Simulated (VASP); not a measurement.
# GaAs (F-43m) in VASP: elastic constants with PBEsol

Aim: the elastic constants of GaAs with PBEsol.

Program: VASP 6.6.1. These are calculated values, not measurements. Logs are shortened: lines on timing, memory, paths and dates and some standing lists are left out, and cuts for length are marked.

## Step 1: The cell of the first run

It takes space group F-43m (No. 216, cubic). Conventional cell: a = 5.658 Å, b = 5.658 Å, c = 5.658 Å, α = 90.00°, β = 90.00°, γ = 90.00°. Ga (site symmetry -43m) has 4 As at 2.45 Å within 3.2 Å. Within 3.2 Å of As (site symmetry -43m) lie 4 Ga at 2.45 Å.

## Step 2: Elastic constants, PBEsol

INCAR

```
PREC = Accurate ; ENCUT = 600
EDIFF = 1E-8 ; ISMEAR = 1
SIGMA = 0.0654 ; LREAL = F
LASPH = T ; NELM = 80
ALGO = Normal ; ISIF = 3
LWAVE = F ; LCHARG = T
GGA = PS ; IBRION = 6
NFREE = 2 ; POTIM = 0.015
NSW = 1
```

KPOINTS

```
Automatic mesh
0
Gamma
  8 8 8
```

POSCAR

```
GaAs
1.0
    0.0000000000      2.8288483559      2.8288483559
    2.8288483559      0.0000000000      2.8288483559
    2.8288483559      2.8288483559      0.0000000000
Ga As
1 1
Direct
    0.0000000000      0.0000000000      0.0000000000
    0.2500000000      0.2500000000      0.2500000000
```

Potentials or basis: VASP PAW PBE potentials, release 64 (Ga_d, As).

Started as:

```console
$ cat potpaw_PBE.64/Ga_d/POTCAR potpaw_PBE.64/As/POTCAR > POTCAR
$ mpirun -np 1 vasp_std > vasp.out
```

OUTCAR:

```text
PREC = Accurate
   ENCUT = 600
   EDIFF = 1E-8
   ISMEAR = 1
   LREAL = F
   LASPH = T
   NELM = 80
   ISIF = 3
   GGA = PS
   IBRION = 6
   NFREE = 2
   POTIM = 0.015
   NSW = 1

 ion  position               nearest neighbor table
   1  0.000  0.000  0.000-   2 2.45   2 2.45   2 2.45   2 2.45
   2  0.250  0.250  0.250-   1 2.45   1 2.45   1 2.45   1 2.45

  LATTYP: Found a face centered cubic cell.
 ALAT       =     5.6576967118

  Lattice vectors:

 A1 = (   0.0000000000,   2.8288483559,   2.8288483559)
 A2 = (   2.8288483559,   0.0000000000,   2.8288483559)
 A3 = (   2.8288483559,   2.8288483559,   0.0000000000)

Analysis of symmetry for initial positions (statically):
=====================================================================
 Subroutine PRICEL returns:
 Original cell was already a primitive cell.

 Routine SETGRP: Setting up the symmetry group for a
 face centered cubic supercell.

 Subroutine GETGRP returns: Found 24 space group operations
 (whereof 24 operations were pure point group operations)
 out of a pool of 48 trial point group operations.

The static configuration has the point symmetry T_d .

Analysis of symmetry for dynamics (positions and initial velocities):
=====================================================================
 Subroutine PRICEL returns:
 Original cell was already a primitive cell.

 Routine SETGRP: Setting up the symmetry group for a
 face centered cubic supercell.

 Subroutine GETGRP returns: Found 24 space group operations
 (whereof 24 operations were pure point group operations)
 out of a pool of 48 trial point group operations.

The dynamic configuration has the point symmetry T_d .

 Subroutine INISYM returns: Found 24 space group operations
 (whereof 24 operations are pure point group operations),
 and found     1 'primitive' translations

[... 711 lines left out ...]
  band No.  band energies     occupation
      1     -11.0772      2.00000
      2     -10.9627      2.00000
      3     -10.9545      2.00000
      4     -10.9130      2.00000
      5     -10.9049      2.00000
      6      -6.8279      2.00000
      7      -2.7555      2.00000
      8       0.5275      2.00000
      9       1.8547      2.00000
     10       6.7655      0.00000
     11       7.8868      0.00000
     12      10.0625      0.00000
     13      11.3946      0.00000

 [... further k-points ...]
[... 5 lines left out ...]
  --------------------------------------------------------------------------------------
  -------------------------------------------------------------------------------------
  Total        0.0512687      0.0525255      0.0525255      0.0000000      0.1091970      0.0000000
  in kB        1.8142783      1.8587525      1.8587525      0.0000000      3.8642245      0.0000000
  external PRESSURE =       1.8439278 kB  Pullay stress =       0.0000000 kB
[... 17 lines left out ...]
  FREE ENERGIE OF THE ION-ELECTRON SYSTEM (eV)
  ---------------------------------------------------
  free  energy   TOTEN  =        -9.0862725695 eV

  energy  without entropy=       -9.0862907606  energy(sigma->0) =       -9.08627863

 INTERNAL STRAIN TENSORS FROM STRAINED CELLS
 ============================================

 INTERNAL STRAIN TENSOR FOR ION    1 for displacements in x,y,z  (eV/Angst):
          X           Y           Z          XY          YZ          ZX
  --------------------------------------------------------------------------------
  x     0.00000    -0.00000     0.00000     0.00000     7.34672     0.00000
  y    -0.00000    -0.00000     0.00000     0.00000     0.00000     7.34677
  z    -0.00000    -0.00000     0.00000     7.34643     0.00000     0.00000

 INTERNAL STRAIN TENSORS FROM DISPLACED ATOMS
 ============================================

 INTERNAL STRAIN TENSOR FOR ION    1 for displacements in x,y,z  (eV/Angst):
          X           Y           Z          XY          YZ          ZX
  --------------------------------------------------------------------------------
  x     0.00000     0.00000     0.00000     0.00000     7.28283     0.00000
  y     0.00000     0.00000     0.00000     0.00000     0.00000     7.28283
  z     0.00000     0.00000     0.00000     7.28283     0.00000     0.00000

 INTERNAL STRAIN TENSOR FOR ION    2 for displacements in x,y,z  (eV/Angst):
          X           Y           Z          XY          YZ          ZX
  --------------------------------------------------------------------------------
  x     0.00000    -0.00000    -0.00000     0.00000    -7.27572     0.00000
  y     0.00000     0.00000     0.00000     0.00000     0.00000    -7.27572
  z    -0.00000    -0.00000     0.00000    -7.27572     0.00000     0.00000

 Eigenvectors and eigenvalues of the dynamical matrix
 ----------------------------------------------------

   1 f  =    7.898726 THz    49.629157 2PiTHz  263.473126 cm-1    32.666490 meV
             X         Y         Z           dx          dy          dz
      0.000000  0.000000  0.000000     0.000000    0.720120    0.000000
      1.414424  1.414424  1.414424     0.000000   -0.693850    0.000000
[... 21 lines left out ...]
   6 f/i=    0.004750 THz     0.029843 2PiTHz    0.158433 cm-1     0.019643 meV
             X         Y         Z           dx          dy          dz
      0.000000  0.000000  0.000000     0.000000    0.000000   -0.693850
      1.414424  1.414424  1.414424     0.000000    0.000000   -0.720120

--------------------------------------------------------------------------------------------------------

 ELASTIC MODULI CONTR FROM IONIC RELAXATION (kBar)
 Direction    XX          YY          ZZ          XY          YZ          ZX
 --------------------------------------------------------------------------------
 XX          -0.0000     -0.0000     -0.0000     -0.0000      0.0000     -0.0000
 YY          -0.0000     -0.0000     -0.0000     -0.0000     -0.0000      0.0000
 ZZ          -0.0000     -0.0000     -0.0000      0.0000     -0.0000     -0.0000
 XY          -0.0000     -0.0000      0.0000   -203.4004      0.0000      0.0000
 YZ           0.0000     -0.0000     -0.0000      0.0000   -203.4004      0.0000
 ZX          -0.0000      0.0000     -0.0000      0.0000      0.0000   -203.4004
 --------------------------------------------------------------------------------

 TOTAL ELASTIC MODULI (kBar)
 Direction    XX          YY          ZZ          XY          YZ          ZX
 --------------------------------------------------------------------------------
 XX        1104.9653    499.9347    499.9347     -0.0000      0.0000     -0.0000
 YY         499.9347   1104.9653    499.9347     -0.0000     -0.0000     -0.0000
 ZZ         499.9347    499.9347   1104.9653     -0.0000     -0.0000      0.0000
 XY          -0.0000     -0.0000     -0.0000    548.8362      0.0000      0.0000
 YZ           0.0000     -0.0000     -0.0000      0.0000    548.8362      0.0000
 ZX          -0.0000     -0.0000      0.0000      0.0000      0.0000    548.8362
 --------------------------------------------------------------------------------
```

OSZICAR:

```text
N       E                     dE             d eps       ncg     rms          rms(c)
DAV:   1     0.888936399485E+02    0.88894E+02   -0.99731E+03   762   0.205E+03
DAV:   2    -0.183956674578E+01   -0.90733E+02   -0.87369E+02   842   0.362E+02
[... 204 lines left out ...]
DAV:   2    -0.908634820675E+01   -0.90328E-03   -0.11264E-02  3085   0.762E-01    0.662E-02
DAV:   3    -0.908627795759E+01    0.70249E-04   -0.17985E-04  2770   0.161E-01    0.235E-02
DAV:   4    -0.908627224056E+01    0.57170E-05   -0.29172E-05  3220   0.641E-02    0.474E-03
DAV:   5    -0.908627254126E+01   -0.30070E-06   -0.46815E-06  2600   0.239E-02    0.900E-04
DAV:   6    -0.908627256795E+01   -0.26689E-07   -0.18565E-07  3145   0.481E-03    0.476E-04
DAV:   7    -0.908627256951E+01   -0.15625E-08   -0.11401E-08  1842   0.104E-03
  17 F= -.90862726E+01 E0= -.90862786E+01  d E =0.181911E-04
```

stdout:

```text
POSCAR found type information on POSCAR GaAs
 POSCAR found :  2 types and       2 ions
 scaLAPACK will be used
 -----------------------------------------------------------------------------
|                                                                             |
|                                                                             |
|     You enforced a specific xc type in the INCAR file but a different       |
|     I HOPE YOU KNOW WHAT YOU ARE DOING!                                     |
|                                                                             |
[... 33 lines left out ...]
 Finite differences progress:
 bond charge predicted
 Finite differences progress:
 bond charge predicted
 Finite differences progress:
 bond charge predicted
 Finite differences progress:
 bond charge predicted
 Finite differences progress:
 bond charge predicted
 Finite differences progress:
```

Run time: 6 min. Hardware: 1 thread of Intel Xeon 6975P-C (Granite Rapids), shared host; peak memory 0.33 GiB.

Results:

```
Elastic constants C11, C12, C44                         : 110, 50, 55 GPa
Voigt bulk modulus                                      : 70 GPa
Highest phonon frequency at Γ, LO-TO splitting left out : 263 cm⁻¹
```

Phonon frequencies in cm⁻¹ (negative: imaginary):
```
              q point        frequencies
(0.000, 0.000, 0.000)  0 0 0 263 263 263
```

Elastic tensor in Voigt notation (GPa, in the Cartesian axes of the cell as first typed):
```
110  50  50   0   0   0
 50 110  50   0   0   0
 50  50 110   0   0   0
  0   0   0  55   0   0
  0   0   0   0  55   0
  0   0   0   0   0  55
```

Clamped-ion elastic tensor (GPa):
```
110  50  50   0   0   0
 50 110  50   0   0   0
 50  50 110   0   0   0
  0   0   0  75   0   0
  0   0   0   0  75   0
  0   0   0   0   0  75
```

Caveat: the PAW data sets were made with another functional, which shifts forces and pressure a little.
